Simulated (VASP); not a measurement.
# SnSe (P-1) in VASP: single point with PBE+D3(BJ)

Aim: the single point of SnSe with PBE+D3(BJ).

Everything below comes from runs of VASP 6.6.1. Logs are shortened: lines on timing, memory, paths and dates and some standing lists are left out, and cuts for length are marked.

**1. The cell of the first run**

The typed cell holds 8 atoms: a = 4.167 Å, b = 4.388 Å, c = 11.491 Å, α = 90.00°, β = 87.92°, γ = 90.00°.

**2. Single point, PBE+D3(BJ)**

INCAR reads:

```
  ALGO = Normal
  EDIFF = 1E-6
  ENCUT = 520
  GGA = PE
  ISIF = 2
  ISMEAR = 0
  IVDW = 12
  LASPH = T
  LCHARG = F
  LREAL = F
  LWAVE = F
  NBANDS = 50
  NELM = 80
  PREC = Accurate
  SIGMA = 0.05
```

KPOINTS reads:

```
k-points
0
Gamma
  8 8 3
```

POSCAR reads:

```
SnSe
1.0
    0.0000000000     -4.1672321195      0.0000000000
    0.0000000000      0.0000000000     -4.3883961024
   11.4836155581     -0.4167232120      0.0000000000
Sn Se
4 4
Direct
    0.6882344104      0.9039441748      0.6176558965
    0.2117655896      0.0960558252      0.3823441035
    0.1617655897      0.4039441748      0.8823441035
    0.7382344104      0.5960558252      0.1176558965
    0.7143005848      0.5230073193      0.3569941520
    0.1856994152      0.4769926807      0.6430058480
    0.2356994152      0.0230073193      0.1430058480
    0.6643005848      0.9769926807      0.8569941520
```

Potentials or basis: VASP PAW PBE potentials, release 64 (Sn_d, Se).

Command:

```sh
> cat potpaw_PBE.64/Sn_d/POTCAR potpaw_PBE.64/Se/POTCAR > POTCAR
> mpirun -np 1 vasp_std > vasp.out
```

OUTCAR:

```text
EDIFF = 1E-6
   ENCUT = 520
   GGA = PE
   ISIF = 2
   ISMEAR = 0
   IVDW = 12
   LASPH = T
   LREAL = F
   NELM = 80
   PREC = Accurate
 IVDW          = 12

 ion  position               nearest neighbor table
   1  0.688  0.904  0.618-   8 2.77   6 2.82   6 2.82   2 3.51   2 3.51
   2  0.212  0.096  0.382-   7 2.77   5 2.82   5 2.82   1 3.51   1 3.51
   3  0.162  0.404  0.882-   6 2.77   8 2.82   8 2.82   4 3.29
   4  0.738  0.596  0.118-   5 2.77   7 2.82   7 2.82   3 3.29
   5  0.714  0.523  0.357-   4 2.77   2 2.82   2 2.82
   6  0.186  0.477  0.643-   3 2.77   1 2.82   1 2.82
   7  0.236  0.023  0.143-   2 2.77   4 2.82   4 2.82
   8  0.664  0.977  0.857-   1 2.77   3 2.82   3 2.82

  LATTYP: Found a simple monoclinic cell.
 ALAT       =     4.1672321195
 B/A-ratio  =     1.0530721535
 C/A-ratio  =     2.7575075906
 COS(beta)  =    -0.0362646327

  Lattice vectors:

 A1 = (   0.0000000000,  -4.1672321195,   0.0000000000)
 A2 = (   0.0000000000,   0.0000000000,   4.3883961024)
 A3 = ( -11.4836155581,   0.4167232120,   0.0000000000)

Analysis of symmetry for initial positions (statically):
=====================================================================
 Subroutine PRICEL returns:
 Original cell was already a primitive cell.

 Routine SETGRP: Setting up the symmetry group for a
 simple monoclinic supercell.

 Subroutine GETGRP returns: Found  2 space group operations
 (whereof  1 operations were pure point group operations)
 out of a pool of  4 trial point group operations.

The static configuration has the point symmetry C_1 .
 The point group associated with its full space group is S_2 .

Analysis of symmetry for dynamics (positions and initial velocities):
=====================================================================
 Subroutine PRICEL returns:
 Original cell was already a primitive cell.

 Routine SETGRP: Setting up the symmetry group for a
 simple monoclinic supercell.

 Subroutine GETGRP returns: Found  2 space group operations
 (whereof  1 operations were pure point group operations)
 out of a pool of  4 trial point group operations.

The dynamic configuration has the point symmetry C_1 .
 The point group associated with its full space group is S_2 .

 Subroutine INISYM returns: Found  2 space group operations
 (whereof  1 operations are pure point group operations),
 and found     1 'primitive' translations

----------------------------------------------------------------------------------------

                                     Primitive cell

  volume of cell :     210.0062

  direct lattice vectors                    reciprocal lattice vectors
     0.000000000 -4.167232120  0.000000000    -0.008708059 -0.239967434  0.000000000
     0.000000000  0.000000000 -4.388396102     0.000000000  0.000000000 -0.227873687
    11.483615558 -0.416723212  0.000000000     0.087080588  0.000000000  0.000000000

  length of vectors
     4.167232120  4.388396102 11.491174201     0.240125384  0.227873687  0.087080588

  position of ions in fractional coordinates (direct lattice)
     0.688234410  0.903944175  0.617655896
     0.211765590  0.096055825  0.382344104
     0.161765590  0.403944175  0.882344104
     0.738234410  0.596055825  0.117655896
     0.714300585  0.523007319  0.356994152
     0.185699415  0.476992681  0.643005848
     0.235699415  0.023007319  0.143005848
     0.664300585  0.976992681  0.856994152

  ion indices of the primitive-cell ions
   primitive index   ion index
                 1           1
                 2           2
                 3           3
                 4           4
                 5           5
                 6           6
                 7           7
                 8           8

----------------------------------------------------------------------------------------

 KPOINTS: k-points

Automatic generation of k-mesh.
 Grid dimensions read from file:
 generate k-points for:    8    8    3

 Generating k-lattice:

  Cartesian coordinates                     Fractional coordinates (reciprocal lattice)
    -0.001088507 -0.029995929  0.000000000     0.125000000  0.000000000 -0.000000000
     0.000000000  0.000000000 -0.028484211     0.000000000  0.125000000  0.000000000
     0.029026863  0.000000000  0.000000000     0.000000000  0.000000000  0.333333333

  Length of vectors
     0.030015673  0.028484211  0.029026863

  Shift w.r.t. Gamma in fractional coordinates (k-lattice)
     0.000000000  0.000000000  0.000000000

 Subroutine IBZKPT returns following result:
 ===========================================

 Found     98 irreducible k-points:

 Following reciprocal coordinates:
            Coordinates               Weight
  0.000000  0.000000  0.000000      1.000000
  0.125000  0.000000  0.000000      2.000000
  0.250000  0.000000  0.000000      2.000000
  0.375000  0.000000  0.000000      2.000000
  0.500000  0.000000  0.000000      1.000000
  0.000000  0.125000  0.000000      2.000000
[... 16 lines left out ...]
  0.125000  0.375000  0.000000      2.000000
 -0.125000  0.375000 -0.000000      2.000000
 [... further k-points ...]
   k-points           NKPTS =     98   k-points in BZ     NKDIM =     98   number of bands    NBANDS=     50
   number of dos      NEDOS =    301   number of ions     NIONS =      8
   total plane-waves  NPLWV = 103680
   dimension x,y,z NGX =    32 NGY =   36 NGZ =   90
   dimension x,y,z NGXF=    64 NGYF=   72 NGZF=  180
   ions per type =               4   4
   NGX,Y,Z   is equivalent  to a cutoff of  12.77, 13.64, 13.02 a.u.
   NGXF,Y,Z  is equivalent  to a cutoff of  25.53, 27.28, 26.04 a.u.
 SYSTEM =  unknown system
   PREC   = accura    normal or accurate (medium, high low for compatibility)
   ISTART =      0    job   : 0-new  1-cont  2-samecut
   ICHARG =      2    charge: 1-file 2-atom 10-const
   ISPIN  =      1    spin polarized calculation?
   LNONCOLLINEAR =      F non collinear calculations
   LSORBIT =      F    spin-orbit coupling
   LASPH  =      T    aspherical Exc in radial PAW
   ENCUT  =  520.0 eV  38.22 Ry    6.18 a.u.   7.75  8.16 21.37*2*pi/ulx,y,z
   NELM   =     80;   NELMIN=  2; NELMDL= -5     # of ELM steps
   EDIFF  = 0.1E-05   stopping-criterion for ELM
   LREAL  =      F    real-space projection
[... 7 lines left out ...]
   TEBEG  =    0.0;   TEEND  =   0.0 temperature during run
   PSTRESS=    0.0 pullay stress
   NELECT =      80.0000    total number of electrons
   NUPDOWN=      -1.0000    fix difference up-down
   EMIN   =  10.00;   EMAX   =-10.00  energy-range for DOS
   EFERMI =   0.00;   METHOD = LEGACY
   ISMEAR =     0;   SIGMA  =   0.05  broadening in eV -4-tet -1-fermi 0-gaus
   EFERMI_NEDOS =   21; number of points for ismear=-14 and -15
   IALGO  =     38    algorithm
   IMIX   =      4    mixing-type and parameters
     AMIX     =   0.40;   BMIX     =  1.00
     AMIX_MAG =   1.60;   BMIX_MAG =  1.00
  volume/ion in A,a.u.               =      26.25       177.15
  Fermi-wavevector in a.u.,A,eV,Ry     =   1.186754  2.242640 19.162248  1.408386
  Thomas-Fermi vector in A             =   2.322920
   LORBIT       =      0    0 simple, 1 ext, 2 COOP (PROOUT), +10 PAW based schemes
   GGA     = PE    functional components
   LHFCALC =     F    Hartree Fock is set to
   AEXX    =    0.0000 exact exchange contribution
   IVDW    =    12    specifies the selected vdW correction
   LEPSILON=     F    determine dielectric tensor
   LRPA    =     F    only Hartree local field effects (RPA)
 non-spin polarized calculation
 Gauss-broadening in eV      SIGMA  =   0.05
  energy-cutoff  :      520.00
  volume of cell :      210.01
 maximum number of plane-waves:      5680
   NGX = 15   NGY = 17   NGZ = 43

 number of electron      79.9999996 magnetization

 Free energy of the ion-electron system (eV)
  ---------------------------------------------------
  ext. energy  EPLUGINS =         0.00000000
  ---------------------------------------------------
  free energy    TOTEN  =       -32.74140984 eV

  energy without entropy =      -32.74140984  energy(sigma->0) =      -32.74140984

 E-fermi :   5.8140     XC(G=0):  -9.7897

 val. band max:        5.5893614793   @ k =   0.0000   0.3750   0.0000
 cond. band min:       6.1937743440   @ k =   0.0000   0.0000   0.0000
 fundamental gap:      0.6044128647
 Fermi energy:         5.8139706787

 k-point     1 :       0.0000    0.0000    0.0000
  band No.  band energies     occupation
      1     -15.7413      2.00000
      2     -15.7375      2.00000
      3     -15.7257      2.00000
      4     -15.7245      2.00000
      5     -15.7202      2.00000
      6     -15.7176      2.00000
[... 42 lines left out ...]
     49      10.2157      0.00000
     50      10.5696      0.00000

 k-point     2 :       0.1250    0.0000    0.0000
  band No.  band energies     occupation
      1     -15.7381      2.00000
      2     -15.7375      2.00000
      3     -15.7266      2.00000
      4     -15.7232      2.00000
      5     -15.7195      2.00000
      6     -15.7172      2.00000
[... 42 lines left out ...]
     49      10.0809      0.00000
     50      10.5194      0.00000

 k-point     3 :       0.2500    0.0000    0.0000
  band No.  band energies     occupation
      1     -15.7381      2.00000
      2     -15.7328      2.00000
      3     -15.7270      2.00000
      4     -15.7242      2.00000
      5     -15.7189      2.00000
      6     -15.7154      2.00000
[... 42 lines left out ...]
     49      10.0684      0.00000
     50      10.2286      0.00000

 k-point     4 :       0.3750    0.0000    0.0000
  band No.  band energies     occupation
      1     -15.7389      2.00000
      2     -15.7348      2.00000
      3     -15.7292      2.00000
      4     -15.7209      2.00000
      5     -15.7187      2.00000
      6     -15.7142      2.00000
[... 999 lines left out ...]
 k-point    23 :       0.1250    0.3750    0.0000
  band No.  band energies     occupation
      1     -15.7379      2.00000
      2     -15.7342      2.00000
      3     -15.7288      2.00000
      4     -15.7249      2.00000
      5     -15.7207      2.00000
      6     -15.7169      2.00000
[... 42 lines left out ...]
     49       9.8110      0.00000
     50      10.0693      0.00000

 k-point    24 :      -0.1250    0.3750   -0.0000
  band No.  band energies     occupation
      1     -15.7358      2.00000
      2     -15.7345      2.00000
      3     -15.7310      2.00000
      4     -15.7247      2.00000
      5     -15.7205      2.00000
      6     -15.7175      2.00000
[... 42 lines left out ...]
     49       9.5609      0.00000
     50       9.9729      0.00000

 [... further k-points ...]

------------------------ aborting loop because EDIFF is reached ----------------------------------------

 Edisp (eV)   -2.94780

 E8    (eV) :    -1.3299

  FORCE on cell =-STRESS in cart. coord.  units (eV):
  Direction    XX          YY          ZZ          XY          YZ          ZX
  --------------------------------------------------------------------------------------
  -------------------------------------------------------------------------------------
  Total       0.45268     0.17754    -0.03194     0.69472    -0.27129    -0.10577
  in kB       3.45355     1.35446    -0.24368     5.30015    -2.06975    -0.80691
  external pressure =        1.52 kB  Pullay stress =        0.00 kB

 VOLUME and BASIS-vectors are now :
 -----------------------------------------------------------------------------
  energy-cutoff  :      520.00
  volume of cell :      210.01
      direct lattice vectors                 reciprocal lattice vectors
     0.000000000 -4.167232120  0.000000000    -0.008708059 -0.239967434  0.000000000
     0.000000000  0.000000000 -4.388396102     0.000000000  0.000000000 -0.227873687
    11.483615558 -0.416723212  0.000000000     0.087080588  0.000000000  0.000000000

 POSITION                                       TOTAL-FORCE (eV/Angst)
 -----------------------------------------------------------------------------------
      7.09292     -3.12542     -3.96687        -0.017637     -0.020450     -0.012328
      4.39069     -1.04181     -0.42153         0.017637      0.020450      0.012328
     10.13250     -1.04181     -1.77267        -0.082191     -0.086482      0.004302
      1.35112     -3.12542     -2.61573         0.082191      0.086482     -0.004302
      4.09958     -3.12542     -2.29516         0.013265      0.005096     -0.007688
      7.38403     -1.04181     -2.09323        -0.013265     -0.005096      0.007688
      1.64222     -1.04181     -0.10097        -0.007729      0.077038     -0.033674
      9.84139     -3.12542     -4.28743         0.007729     -0.077038      0.033674
 -----------------------------------------------------------------------------------
    total drift:                               -0.000057      0.000126      0.000023

  FREE ENERGIE OF THE ION-ELECTRON SYSTEM (eV)
  ---------------------------------------------------
  free  energy   TOTEN  =       -35.6892059251 eV

  energy  without entropy=      -35.6892059251  energy(sigma->0) =      -35.68920593
```

Wall time 22 min (1 thread of AMD EPYC 9755, shared host); peak memory 0.83 GiB.

What came out:

```yaml
Free_energy: -35.6892 eV
Pressure: 0.2 GPa
Largest_force: 0.119 eV/Å
Band_gap_on_the_k_mesh: 0.60 eV (least direct gap 0.89 eV)
Dispersion_energy_per_atom: -0.368 eV
```

Forces on the atoms (eV/Å):
```
Sn  -0.018 -0.020 -0.012
Sn   0.018  0.020  0.012
Sn  -0.082 -0.086  0.004
Sn   0.082  0.086 -0.004
Se   0.013  0.005 -0.008
Se  -0.013 -0.005  0.008
Se  -0.008  0.077 -0.034
Se   0.008 -0.077  0.034
```

Stress tensor (GPa, compression positive):
```
 0.35  0.53 -0.08
 0.53  0.14 -0.21
-0.08 -0.21 -0.02
```

Caveat: spin-orbit coupling is left out, which moves the levels of the heavy elements; an odd mesh through Γ misses points on the zone boundary, where band edges can lie.
